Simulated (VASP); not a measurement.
# MgO (P1) in VASP: single point with PBEsol

Aim: the single point of MgO with PBEsol.

All numbers are computed with VASP 6.6.1; they aren't measurements. Logs are shortened: lines on timing, memory, paths and dates and some standing lists are left out, and cuts for length are marked.

### 1 The cell of the first run

The typed cell holds 2 atoms: a = 2.983 Å, b = 2.964 Å, c = 2.984 Å, α = 60.52°, β = 59.79°, γ = 59.43°.

### 2 Single point, PBEsol (atoms moved at random and the cell strained at random)

Input file INCAR:

```
ALGO = Normal
EDIFF = 1E-6
ENCUT = 520
GGA = PS
ISIF = 2
ISMEAR = 0
LASPH = True
LCHARG = False
LREAL = False
LWAVE = False
NBANDS = 11
NELM = 80
PREC = Accurate
SIGMA = 0.02
```

Input file KPOINTS:

```
k-points
0
Gamma
  10 10 10
```

Input file POSCAR:

```
MgO
1.0
    0.0094160115      2.1067952080      2.1113430775
    2.0789528520      0.0075157280      2.1132433610
    2.0948597195      2.1246023590     -0.0083911395
Mg O
1 1
Direct
   -0.0954991453      0.0051869892      0.0607100204
    0.5954991453      0.4948130108      0.4392899796
```

Potentials or basis: VASP PAW PBE potentials, release 64 (Mg, O).

On the command line:

```
$ cat potpaw_PBE.64/Mg/POTCAR potpaw_PBE.64/O/POTCAR > POTCAR
$ mpirun -np 1 vasp_std > vasp.out
```

OUTCAR:

```text
EDIFF = 1E-6
   ENCUT = 520
   GGA = PS
   ISIF = 2
   ISMEAR = 0
   LASPH = True
   LREAL = False
   NELM = 80
   PREC = Accurate

 ion  position               nearest neighbor table
   1  0.905  0.005  0.061-   2 1.76   2 1.85   2 2.03   2 2.30   2 2.39   2 2.52
   2  0.595  0.495  0.439-   1 1.76   1 1.85   1 2.03   1 2.30   1 2.39   1 2.52

  Warning from LATTYP: Got some problem with cell dimensions!
  Tried to take original basis but could not verify dimensions!
  LATTYP: Found a triclinic cell.
 ALAT       =     2.9644390616
 B/A-ratio  =     1.0061568884
 C/A-ratio  =     1.0110757309
 COS(alpha) =     0.0021343067
 COS(beta)  =     0.4990921194
 COS(gamma) =     0.5086166829

  Lattice vectors:

 A1 = (   2.0789528520,   0.0075157280,   2.1132433610)
 A2 = (   0.0094160115,   2.1067952080,   2.1113430775)
 A3 = (  -0.0159068675,  -2.1170866310,   2.1216345005)

Analysis of symmetry for initial positions (statically):
=====================================================================
 Subroutine PRICEL returns:
 Original cell was already a primitive cell.

 Routine SETGRP: Setting up the symmetry group for a
 triclinic supercell.

 Subroutine GETGRP returns: Found  1 space group operations
 (whereof  1 operations were pure point group operations)
 out of a pool of  2 trial point group operations.

The static configuration has the point symmetry C_1 .

Analysis of symmetry for dynamics (positions and initial velocities):
=====================================================================
 Subroutine PRICEL returns:
 Original cell was already a primitive cell.

 Routine SETGRP: Setting up the symmetry group for a
 triclinic supercell.

 Subroutine GETGRP returns: Found  1 space group operations
 (whereof  1 operations were pure point group operations)
 out of a pool of  2 trial point group operations.

The dynamic configuration has the point symmetry C_1 .

 Subroutine INISYM returns: Found  1 space group operations
 (whereof  1 operations are pure point group operations),
 and found     1 'primitive' translations

----------------------------------------------------------------------------------------

                                     Primitive cell

  volume of cell :      18.6136

  direct lattice vectors                    reciprocal lattice vectors
     0.009416011  2.106795208  2.111343077    -0.241214205  0.238771276  0.236450959
     2.078952852  0.007515728  2.113243361     0.241943672 -0.237624448  0.236033598
     2.094859720  2.124602359 -0.008391140     0.238336622  0.234746864 -0.235304131

  length of vectors
     2.982690782  2.964439062  2.983696171     0.413648487  0.413175481  0.408996907

  position of ions in fractional coordinates (direct lattice)
     0.904500855  0.005186989  0.060710020
     0.595499145  0.494813011  0.439289980

  ion indices of the primitive-cell ions
   primitive index   ion index
                 1           1
                 2           2

----------------------------------------------------------------------------------------

 KPOINTS: k-points

Automatic generation of k-mesh.
 Grid dimensions read from file:
 generate k-points for:   10   10   10

 Generating k-lattice:

  Cartesian coordinates                     Fractional coordinates (reciprocal lattice)
    -0.024121421  0.023877128  0.023645096     0.100000000  0.000000000  0.000000000
     0.024194367 -0.023762445  0.023603360     0.000000000  0.100000000 -0.000000000
     0.023833662  0.023474686 -0.023530413     0.000000000  0.000000000  0.100000000

  Length of vectors
     0.041364849  0.041317548  0.040899691

  Shift w.r.t. Gamma in fractional coordinates (k-lattice)
     0.000000000  0.000000000  0.000000000

 Subroutine IBZKPT returns following result:
 ===========================================

 Found    504 irreducible k-points:

 Following reciprocal coordinates:
            Coordinates               Weight
  0.000000  0.000000  0.000000      1.000000
  0.100000  0.000000 -0.000000      2.000000
  0.200000  0.000000 -0.000000      2.000000
  0.300000  0.000000 -0.000000      2.000000
  0.400000  0.000000 -0.000000      2.000000
  0.500000 -0.000000 -0.000000      1.000000
[... 16 lines left out ...]
 -0.400000  0.200000  0.000000      2.000000
 -0.300000  0.200000  0.000000      2.000000
 [... further k-points ...]
   k-points           NKPTS =    504   k-points in BZ     NKDIM =    504   number of bands    NBANDS=     11
   number of dos      NEDOS =    301   number of ions     NIONS =      2
   total plane-waves  NPLWV =  13824
   dimension x,y,z NGX =    24 NGY =   24 NGZ =   24
   dimension x,y,z NGXF=    48 NGYF=   48 NGZF=   48
   ions per type =               1   1
   NGX,Y,Z   is equivalent  to a cutoff of  13.38, 13.46, 13.37 a.u.
   NGXF,Y,Z  is equivalent  to a cutoff of  26.75, 26.92, 26.74 a.u.
 SYSTEM =  unknown system
   PREC   = accura    normal or accurate (medium, high low for compatibility)
   ISTART =      0    job   : 0-new  1-cont  2-samecut
   ICHARG =      2    charge: 1-file 2-atom 10-const
   ISPIN  =      1    spin polarized calculation?
   LNONCOLLINEAR =      F non collinear calculations
   LSORBIT =      F    spin-orbit coupling
   LASPH  =      T    aspherical Exc in radial PAW
   ENCUT  =  520.0 eV  38.22 Ry    6.18 a.u.   5.55  5.51  5.55*2*pi/ulx,y,z
   NELM   =     80;   NELMIN=  2; NELMDL= -5     # of ELM steps
   EDIFF  = 0.1E-05   stopping-criterion for ELM
   LREAL  =      F    real-space projection
   EDIFFG = 0.1E-04   stopping-criterion for IOM
   NSW    =      0    number of steps for IOM
   IBRION =     -1    ionic relax: 0-MD 1-quasi-New 2-CG
   NFREE  =      0    steps in history (QN), initial steepest desc. (CG)
   ISIF   =      2    stress and relaxation
   ISYM   =      2    0-nonsym 1-usesym 2-fastsym
   POTIM  = 0.5000    time-step for ionic-motion
   TEBEG  =    0.0;   TEEND  =   0.0 temperature during run
   PSTRESS=    0.0 pullay stress
   NELECT =       8.0000    total number of electrons
   NUPDOWN=      -1.0000    fix difference up-down
   EMIN   =  10.00;   EMAX   =-10.00  energy-range for DOS
   EFERMI =   0.00;   METHOD = LEGACY
   ISMEAR =     0;   SIGMA  =   0.02  broadening in eV -4-tet -1-fermi 0-gaus
   EFERMI_NEDOS =   21; number of points for ismear=-14 and -15
   IALGO  =     38    algorithm
   IMIX   =      4    mixing-type and parameters
     AMIX     =   0.40;   BMIX     =  1.00
     AMIX_MAG =   1.60;   BMIX_MAG =  1.00
  volume/ion in A,a.u.               =       9.31        62.81
  Fermi-wavevector in a.u.,A,eV,Ry     =   1.235458  2.334677 20.767345  1.526357
  Thomas-Fermi vector in A             =   2.370107
   LORBIT       =      0    0 simple, 1 ext, 2 COOP (PROOUT), +10 PAW based schemes
   GGA     = PS    functional components
   LHFCALC =     F    Hartree Fock is set to
   AEXX    =    0.0000 exact exchange contribution
   IVDW    =     0    specifies the selected vdW correction
   LEPSILON=     F    determine dielectric tensor
   LRPA    =     F    only Hartree local field effects (RPA)
 non-spin polarized calculation
 Gauss-broadening in eV      SIGMA  =   0.02
  energy-cutoff  :      520.00
  volume of cell :       18.61
 maximum number of plane-waves:       531
 NGX is ok and might be reduce to    24
   NGX = 11   NGY = 11   NGZ = 11

 number of electron       7.9999999 magnetization

 Free energy of the ion-electron system (eV)
  ---------------------------------------------------
  ext. energy  EPLUGINS =         0.00000000
  ---------------------------------------------------
  free energy    TOTEN  =       -11.76900580 eV

  energy without entropy =      -11.76900580  energy(sigma->0) =      -11.76900580

 E-fermi :   3.1298     XC(G=0): -11.2447

 val. band max:        3.0495073823   @ k =   0.0000   0.0000   0.0000
 cond. band min:       7.4690655146   @ k =   0.0000   0.0000   0.0000
 fundamental gap:      4.4195581323
 Fermi energy:         3.1298073315

 k-point     1 :       0.0000    0.0000    0.0000
  band No.  band energies     occupation
      1     -14.2274      2.00000
      2       2.6426      2.00000
      3       2.7429      2.00000
      4       3.0495      2.00000
      5       7.4691      0.00000
      6      18.8382      0.00000
      7      19.2482      0.00000
      8      20.4202      0.00000
      9      21.9992      0.00000
     10      24.5885      0.00000
     11      25.0185      0.00000

 k-point     2 :       0.1000    0.0000   -0.0000
  band No.  band energies     occupation
      1     -14.1218      2.00000
      2       2.3356      2.00000
      3       2.5916      2.00000
      4       2.7180      2.00000
      5       8.1425      0.00000
      6      18.3322      0.00000
      7      19.1017      0.00000
      8      19.4683      0.00000
      9      23.7387      0.00000
     10      24.2587      0.00000
     11      24.5757      0.00000

 k-point     3 :       0.2000    0.0000   -0.0000
  band No.  band energies     occupation
      1     -13.8323      2.00000
      2       1.0242      2.00000
      3       2.4357      2.00000
      4       2.5577      2.00000
      5       9.4355      0.00000
      6      16.4590      0.00000
      7      19.4666      0.00000
      8      19.8159      0.00000
      9      23.2216      0.00000
     10      23.6210      0.00000
     11      25.5060      0.00000

 k-point     4 :       0.3000    0.0000   -0.0000
  band No.  band energies     occupation
      1     -13.4424      2.00000
      2      -0.2805      2.00000
      3       2.2541      2.00000
      4       2.3814      2.00000
      5      10.5504      0.00000
      6      15.4046      0.00000
      7      19.4806      0.00000
      8      19.7922      0.00000
      9      23.7919      0.00000
     10      24.1259      0.00000
     11      24.8578      0.00000

 k-point     5 :       0.4000    0.0000   -0.0000
  band No.  band energies     occupation
      1     -13.0940      2.00000
      2      -1.2278      2.00000
      3       2.1127      2.00000
      4       2.2458      2.00000
      5      11.1030      0.00000
      6      15.1415      0.00000
      7      19.2599      0.00000
      8      19.5298      0.00000
      9      23.9037      0.00000
     10      25.4505      0.00000
     11      25.6774      0.00000
[... 211 lines left out ...]
 k-point    21 :       0.4000    0.2000   -0.0000
  band No.  band energies     occupation
      1     -13.1196      2.00000
      2      -0.4772      2.00000
      3       1.6442      2.00000
      4       1.9689      2.00000
      5      11.5816      0.00000
      6      14.4133      0.00000
      7      17.5376      0.00000
      8      20.5421      0.00000
      9      22.1031      0.00000
     10      27.3298      0.00000
     11      28.3634      0.00000

 k-point    22 :       0.5000    0.2000   -0.0000
  band No.  band energies     occupation
      1     -12.8769      2.00000
      2      -0.9386      2.00000
      3       1.2213      2.00000
      4       1.9519      2.00000
      5      12.0959      0.00000
      6      14.7078      0.00000
      7      16.9682      0.00000
      8      20.3701      0.00000
      9      22.8704      0.00000
     10      27.2549      0.00000
     11      28.2376      0.00000

 k-point    23 :      -0.4000    0.2000    0.0000
  band No.  band energies     occupation
      1     -12.8323      2.00000
      2      -1.0100      2.00000
      3       1.0284      2.00000
      4       2.0498      2.00000
      5      12.3485      0.00000
      6      14.7711      0.00000
      7      16.7596      0.00000
      8      20.2364      0.00000
      9      23.7922      0.00000
     10      25.5877      0.00000
     11      28.5341      0.00000

 k-point    24 :      -0.3000    0.2000    0.0000
  band No.  band energies     occupation
      1     -13.0087      2.00000
      2      -0.7138      2.00000
      3       1.1874      2.00000
      4       2.2307      2.00000
      5      12.2138      0.00000
      6      14.4919      0.00000
      7      17.0725      0.00000
      8      20.2744      0.00000
      9      23.5689      0.00000
     10      24.8055      0.00000
     11      28.9150      0.00000

 [... further k-points ...]
[... 5 lines left out ...]
  --------------------------------------------------------------------------------------
  -------------------------------------------------------------------------------------
  Total        2.7408519      0.1195900      5.4793364      0.0604822     -0.4443061      1.3838776
  in kB      235.9205407     10.2937799    471.6373146      5.2060439    -38.2439298    119.1181276
  external PRESSURE =     239.2838784 kB  Pullay stress =       0.0000000 kB

 VOLUME and BASIS-vectors are now :
 -----------------------------------------------------------------------------
  energy-cutoff  :      520.00
  volume of cell :       18.61
      direct lattice vectors                 reciprocal lattice vectors
     0.009416011  2.106795208  2.111343077    -0.241214205  0.238771276  0.236450959
     2.078952852  0.007515728  2.113243361     0.241943672 -0.237624448  0.236033598
     2.094859720  2.124602359 -0.008391140     0.238336622  0.234746864 -0.235304131

 POSITION                                       TOTAL-FORCE (eV/Angst)
 -----------------------------------------------------------------------------------
      0.14648      2.03462      1.92016        -1.429093      0.106247      3.196965
      1.95455      2.19163      2.29928         1.429093     -0.106247     -3.196965
 -----------------------------------------------------------------------------------
    total drift:                               -0.000459     -0.000112      0.000096

  FREE ENERGIE OF THE ION-ELECTRON SYSTEM (eV)
  ---------------------------------------------------
  free  energy   TOTEN  =       -11.7690058041 eV

  energy  without entropy=      -11.7690058041  energy(sigma->0) =      -11.76900580
```

Run time: 41 s. Hardware: 1 thread of Intel Xeon Platinum 8488C (Sapphire Rapids), shared host; peak memory 0.23 GiB.

Results:

| Quantity | Value |
| --- | --- |
| Free energy | -11.7690 eV |
| Pressure | 23.9 GPa |
| Largest force | 3.503 eV/Å |
| Band gap on the k mesh | 4.42 eV, direct |

Forces in eV/Å, atoms in the order of the input:
```
Mg  -1.429  0.106  3.197
O    1.429 -0.106 -3.197
```

Stress tensor (GPa, compression positive):
```
23.59  0.52 11.91
 0.52  1.03 -3.82
11.91 -3.82 47.16
```

Caveat: the cell differs from its parent crystal (atoms moved at random and the cell strained at random); the PAW data sets were made with another functional, which shifts forces and pressure a little.
